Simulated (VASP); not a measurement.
# NiGe (Pnma) in VASP: single point with PBEsol

Aim: the single point of NiGe with PBEsol.

All numbers are computed with VASP 6.6.1; they aren't measurements. Logs are shortened: lines on timing, memory, paths and dates and some standing lists are left out, and cuts for length are marked.

## (1) The cell of the first run

The structure is orthorhombic, space group Pnma (No. 62). Conventional cell: a = 5.381 Å, b = 3.428 Å, c = 5.811 Å, α = 90.00°, β = 90.00°, γ = 90.00°. Ge (site symmetry m) has 6 Ni at 2.33 to 2.49 Å and 2 Ge at 2.82 Å within 3.1 Å. Within 3.1 Å of Ni (site symmetry m) lie 6 Ge at 2.33 to 2.49 Å and 4 Ni at 2.78 to 2.80 Å.

## (2) Single point, PBEsol, collinear spin, ferromagnetic start

Contents of INCAR:

```
  ALGO = Normal
  EDIFF = 1E-7
  ENCUT = 520
  GGA = PS
  ISIF = 2
  ISMEAR = -1
  ISPIN = 2
  KPAR = 4
  LASPH = True
  LCHARG = False
  LMAXMIX = 4
  LORBIT = 11
  LREAL = False
  LWAVE = False
  MAGMOM = 0 0 0 0 2.5 2.5 2.5 2.5
  NBANDS = 62
  NELM = 150
  PREC = Accurate
  SIGMA = 0.05
```

Contents of KPOINTS:

```
k-points
0
Gamma
  5 8 5
```

Contents of POSCAR:

```
NiGe
1.0
    5.3810000000      0.0000000000      0.0000000000
    0.0000000000      3.4280000000      0.0000000000
    0.0000000000      0.0000000000      5.8110000000
Ge Ni
4 4
Direct
    0.3120000000      0.7500000000      0.9170000000
    0.6880000000      0.2500000000      0.0830000000
    0.1880000000      0.2500000000      0.4170000000
    0.8120000000      0.7500000000      0.5830000000
    0.4950000000      0.7500000000      0.3100000000
    0.5050000000      0.2500000000      0.6900000000
    0.0050000000      0.2500000000      0.8100000000
    0.9950000000      0.7500000000      0.1900000000
```

Potentials or basis: VASP PAW PBE potentials, release 64 (Ge_d, Ni).

Run with:

```bash
$ cat potpaw_PBE.64/Ge_d/POTCAR potpaw_PBE.64/Ni/POTCAR > POTCAR
$ mpirun -np 4 vasp_std > vasp.out
```

OUTCAR:

```text
EDIFF = 1E-7
   ENCUT = 520
   GGA = PS
   ISIF = 2
   ISMEAR = -1
   ISPIN = 2
   LASPH = True
   LORBIT = 11
   LREAL = False
   NELM = 150
   PREC = Accurate

 ion  position               nearest neighbor table
   1  0.312  0.750  0.917-   8 2.33   6 2.40   6 2.40   7 2.46   7 2.46   5 2.49   2 2.82   2 2.82

   2  0.688  0.250  0.083-   7 2.33   5 2.40   5 2.40   8 2.46   8 2.46   6 2.49   1 2.82   1 2.82

   3  0.188  0.250  0.417-   6 2.33   8 2.40   8 2.40   5 2.46   5 2.46   7 2.49   4 2.82   4 2.82

   4  0.812  0.750  0.583-   5 2.33   7 2.40   7 2.40   6 2.46   6 2.46   8 2.49   3 2.82   3 2.82

   5  0.495  0.750  0.310-   4 2.33   2 2.40   2 2.40   3 2.46   3 2.46   1 2.49   8 2.78   8 2.78
                             6 2.80   6 2.80
   6  0.505  0.250  0.690-   3 2.33   1 2.40   1 2.40   4 2.46   4 2.46   2 2.49   7 2.78   7 2.78
                             5 2.80   5 2.80
   7  0.005  0.250  0.810-   2 2.33   4 2.40   4 2.40   1 2.46   1 2.46   3 2.49   6 2.78   6 2.78
                             8 2.80   8 2.80
   8  0.995  0.750  0.190-   1 2.33   3 2.40   3 2.40   2 2.46   2 2.46   4 2.49   5 2.78   5 2.78
                             7 2.80   7 2.80

  LATTYP: Found a simple orthorhombic cell.
 ALAT       =     3.4280000000
 B/A-ratio  =     1.5697199533
 C/A-ratio  =     1.6951575263

  Lattice vectors:

 A1 = (   0.0000000000,  -3.4280000000,   0.0000000000)
 A2 = (   5.3810000000,   0.0000000000,   0.0000000000)
 A3 = (   0.0000000000,   0.0000000000,   5.8110000000)

Analysis of symmetry for initial positions (statically):
=====================================================================
 Subroutine PRICEL returns:
 Original cell was already a primitive cell.

 Routine SETGRP: Setting up the symmetry group for a
 simple orthorhombic supercell.

 Subroutine GETGRP returns: Found  8 space group operations
 (whereof  2 operations were pure point group operations)
 out of a pool of  8 trial point group operations.

The static configuration has the point symmetry S_2 .
 The point group associated with its full space group is D_2h.

Analysis of symmetry for dynamics (positions and initial velocities):
=====================================================================
 Subroutine PRICEL returns:
 Original cell was already a primitive cell.

 Routine SETGRP: Setting up the symmetry group for a
 simple orthorhombic supercell.

 Subroutine GETGRP returns: Found  8 space group operations
 (whereof  2 operations were pure point group operations)
 out of a pool of  8 trial point group operations.

The dynamic configuration has the point symmetry S_2 .
 The point group associated with its full space group is D_2h.

Analysis of structural, dynamic, and magnetic symmetry:
=====================================================================
 Subroutine PRICEL returns:
 Original cell was already a primitive cell.

 Routine SETGRP: Setting up the symmetry group for a
 simple orthorhombic supercell.

 Subroutine GETGRP returns: Found  8 space group operations
 (whereof  2 operations were pure point group operations)
 out of a pool of  8 trial point group operations.

The overall configuration has the point symmetry S_2 .
 The point group associated with its full space group is D_2h.

 Subroutine INISYM returns: Found  8 space group operations
 (whereof  2 operations are pure point group operations),
 and found     1 'primitive' translations

----------------------------------------------------------------------------------------

                                     Primitive cell

  volume of cell :     107.1901

  direct lattice vectors                    reciprocal lattice vectors
     5.381000000  0.000000000  0.000000000     0.185839063  0.000000000  0.000000000
     0.000000000  3.428000000  0.000000000     0.000000000  0.291715286  0.000000000
     0.000000000  0.000000000  5.811000000     0.000000000  0.000000000  0.172087420

  length of vectors
     5.381000000  3.428000000  5.811000000     0.185839063  0.291715286  0.172087420

  position of ions in fractional coordinates (direct lattice)
[... 75 lines left out ...]
   total plane-waves  NPLWV =  53760
   dimension x,y,z NGX =    40 NGY =   28 NGZ =   48
   dimension x,y,z NGXF=    80 NGYF=   56 NGZF=   96
   ions per type =               4   4
   NGX,Y,Z   is equivalent  to a cutoff of  12.36, 13.58, 13.73 a.u.
   NGXF,Y,Z  is equivalent  to a cutoff of  24.72, 27.16, 27.46 a.u.
 SYSTEM =  unknown system
   PREC   = accura    normal or accurate (medium, high low for compatibility)
   ISTART =      0    job   : 0-new  1-cont  2-samecut
   ICHARG =      2    charge: 1-file 2-atom 10-const
   ISPIN  =      2    spin polarized calculation?
   LNONCOLLINEAR =      F non collinear calculations
   LSORBIT =      F    spin-orbit coupling
   LASPH  =      T    aspherical Exc in radial PAW
   ENCUT  =  520.0 eV  38.22 Ry    6.18 a.u.  10.01  6.37 10.80*2*pi/ulx,y,z
   NELM   =    150;   NELMIN=  2; NELMDL= -5     # of ELM steps
   EDIFF  = 0.1E-06   stopping-criterion for ELM
   LREAL  =      F    real-space projection
   EDIFFG = 0.1E-05   stopping-criterion for IOM
   NSW    =      0    number of steps for IOM
   IBRION =     -1    ionic relax: 0-MD 1-quasi-New 2-CG
   NFREE  =      0    steps in history (QN), initial steepest desc. (CG)
   ISIF   =      2    stress and relaxation
   ISYM   =      2    0-nonsym 1-usesym 2-fastsym
   POTIM  = 0.5000    time-step for ionic-motion
   TEBEG  =    0.0;   TEEND  =   0.0 temperature during run
   PSTRESS=    0.0 pullay stress
   NELECT =      96.0000    total number of electrons
   NUPDOWN=      -1.0000    fix difference up-down
   EMIN   =  10.00;   EMAX   =-10.00  energy-range for DOS
   EFERMI =   0.00;   METHOD = LEGACY
   ISMEAR =    -1;   SIGMA  =   0.05  broadening in eV -4-tet -1-fermi 0-gaus
   EFERMI_NEDOS =   21; number of points for ismear=-14 and -15
   IALGO  =     38    algorithm
   IMIX   =      4    mixing-type and parameters
     AMIX     =   0.40;   BMIX     =  1.00
     AMIX_MAG =   1.60;   BMIX_MAG =  1.00
  volume/ion in A,a.u.               =      13.40        90.42
  Fermi-wavevector in a.u.,A,eV,Ry     =   1.578024  2.982033 33.880692  2.490161
  Thomas-Fermi vector in A             =   2.678618
   LORBIT       =     11    0 simple, 1 ext, 2 COOP (PROOUT), +10 PAW based schemes
   GGA     = PS    functional components
   LHFCALC =     F    Hartree Fock is set to
   AEXX    =    0.0000 exact exchange contribution
   IVDW    =     0    specifies the selected vdW correction
   LEPSILON=     F    determine dielectric tensor
   LRPA    =     F    only Hartree local field effects (RPA)
 spin polarized calculation
  energy-cutoff  :      520.00
  volume of cell :      107.19
 maximum number of plane-waves:      2907
   NGX = 21   NGY = 13   NGZ = 21

 number of electron      96.0000018 magnetization       0.0005129

 number of electron      96.0000018 magnetization      -0.0000224

 Free energy of the ion-electron system (eV)
  ---------------------------------------------------
  ext. energy  EPLUGINS =         0.00000000
  ---------------------------------------------------
  free energy    TOTEN  =       -47.24641192 eV

  energy without entropy =      -47.22393343  energy(sigma->0) =      -47.23517268

 E-fermi :   8.8036     XC(G=0): -12.6996

 val. band max:        8.8005810028   @ k =   0.4000   0.0000   0.2000
 cond. band min:       8.8225038963   @ k =   0.4000   0.1250   0.2000
 fundamental gap:      0.0219228936
 Fermi energy:         8.8036297453

 spin component 1

 k-point     1 :       0.0000    0.0000    0.0000
  band No.  band energies     occupation
      1     -15.8423      1.00000
      2     -15.8309      1.00000
      3     -15.8188      1.00000
      4     -15.8182      1.00000
      5     -15.7950      1.00000
      6     -15.7793      1.00000
[... 1501 lines left out ...]
     59      16.2823      0.00000
     60      16.4797      0.00000

 [... further k-points ...]

 spin component 2

 k-point     1 :       0.0000    0.0000    0.0000
  band No.  band energies     occupation
      1     -15.8423      1.00000
      2     -15.8309      1.00000
      3     -15.8188      1.00000
      4     -15.8182      1.00000
      5     -15.7950      1.00000
      6     -15.7793      1.00000
[... 1501 lines left out ...]
     59      16.2824      0.00000
     60      16.4797      0.00000

 [... further k-points ...]

 [bands above 60 left out]

------------------------ aborting loop because EDIFF is reached ----------------------------------------

  FORCE on cell =-STRESS in cart. coord.  units (eV):
  Direction    XX          YY          ZZ          XY          YZ          ZX
  --------------------------------------------------------------------------------------
  -------------------------------------------------------------------------------------
  Total       -2.6336349     -1.6429069     -1.7220779     -0.0000000      0.0000000      0.0000000
  in kB      -39.3651095    -24.5566354    -25.7400093     -0.0000000      0.0000000      0.0000000
  external PRESSURE =     -29.8872514 kB  Pullay stress =       0.0000000 kB

 VOLUME and BASIS-vectors are now :
 -----------------------------------------------------------------------------
  energy-cutoff  :      520.00
  volume of cell :      107.19
      direct lattice vectors                 reciprocal lattice vectors
     5.381000000  0.000000000  0.000000000     0.185839063  0.000000000  0.000000000
     0.000000000  3.428000000  0.000000000     0.000000000  0.291715286  0.000000000
     0.000000000  0.000000000  5.811000000     0.000000000  0.000000000  0.172087420

 POSITION                                       TOTAL-FORCE (eV/Angst)
 -----------------------------------------------------------------------------------
      1.67887      2.57100      5.32869        -0.114082     -0.000000     -0.143954
      3.70213      0.85700      0.48231         0.114082     -0.000000      0.143954
      1.01163      0.85700      2.42319         0.114082     -0.000000     -0.143954
      4.36937      2.57100      3.38781        -0.114082     -0.000000      0.143954
      2.66359      2.57100      1.80141        -0.057686      0.000000      0.001759
      2.71741      0.85700      4.00959         0.057686     -0.000000     -0.001759
      0.02691      0.85700      4.70691         0.057686     -0.000000      0.001759
      5.35409      2.57100      1.10409        -0.057686     -0.000000     -0.001759
 -----------------------------------------------------------------------------------
    total drift:                               -0.000000      0.000000     -0.000000

  FREE ENERGIE OF THE ION-ELECTRON SYSTEM (eV)
  ---------------------------------------------------
  free  energy   TOTEN  =       -47.2464119241 eV

  energy  without entropy=      -47.2239334277  energy(sigma->0) =      -47.23517268

 total charge

# of ion       s       p       d       tot
------------------------------------------
    1        1.138   1.191  10.086  12.414
    2        1.138   1.191  10.086  12.414
    3        1.138   1.191  10.086  12.414
    4        1.138   1.191  10.086  12.414
    5        0.458   0.534   8.449   9.440
    6        0.458   0.534   8.449   9.440
    7        0.458   0.534   8.449   9.440
    8        0.458   0.534   8.449   9.440
--------------------------------------------------
tot          6.382   6.897  74.139  87.418

 magnetization (x)

# of ion       s       p       d       tot
------------------------------------------
    1       -0.000   0.000   0.000   0.000
    2       -0.000   0.000   0.000   0.000
    3       -0.000   0.000   0.000   0.000
    4       -0.000   0.000   0.000   0.000
    5       -0.000   0.000  -0.000  -0.000
    6       -0.000   0.000  -0.000  -0.000
    7       -0.000   0.000  -0.000  -0.000
    8       -0.000   0.000  -0.000  -0.000
--------------------------------------------------
tot         -0.000   0.000  -0.000  -0.000
```

Run time: 2.6 min. Hardware: 4 MPI ranks of Intel Xeon Platinum 8375C at 2.90GHz (Ice Lake), shared host; peak memory 0.53 GiB.

Results:

* Free energy: -47.2464 eV
* Pressure: -3.0 GPa
* Largest force: 0.184 eV/Å
* Band gap on the k mesh: zero (filled and empty bands overlap)
* Net moment: 0.00 μB per cell
* Valence electrons inside the program's atomic spheres: Ge 12.41; Ni 9.44

Forces on the atoms (eV/Å):
```
Ge  -0.114  0.000 -0.144
Ge   0.114  0.000  0.144
Ge   0.114  0.000 -0.144
Ge  -0.114  0.000  0.144
Ni  -0.058  0.000  0.002
Ni   0.058  0.000 -0.002
Ni   0.058  0.000  0.002
Ni  -0.058  0.000 -0.002
```

Levels at points of the mesh, in eV from the Fermi level:
Spin up:
```csv
k point,band 45,band 46,band 47,band 48,band 49,band 50,band 51,band 52
"(0.00, 0.00, 0.00)",-1.74,-1.13,-0.93,-0.76,0.57,0.71,3.99,4.15
"(0.00, 0.50, 0.00)",-1.59,-1.59,-1.26,-1.26,-0.58,-0.58,1.93,1.93
```
Spin down:
```tsv
k point	band 46	band 47	band 48	band 49	band 50	band 51
(0.00, 0.00, 0.00)	-1.13	-0.93	-0.76	0.57	0.71	3.99
(0.00, 0.50, 0.00)	-1.59	-1.26	-1.26	-0.58	-0.58	1.93
```

Caveat: the moments typed at the start vanished in this run; the PAW data sets were made with another functional, which shifts forces and pressure a little.

The gap in the log of VASP goes by the Fermi energy; the results here count the filled bands.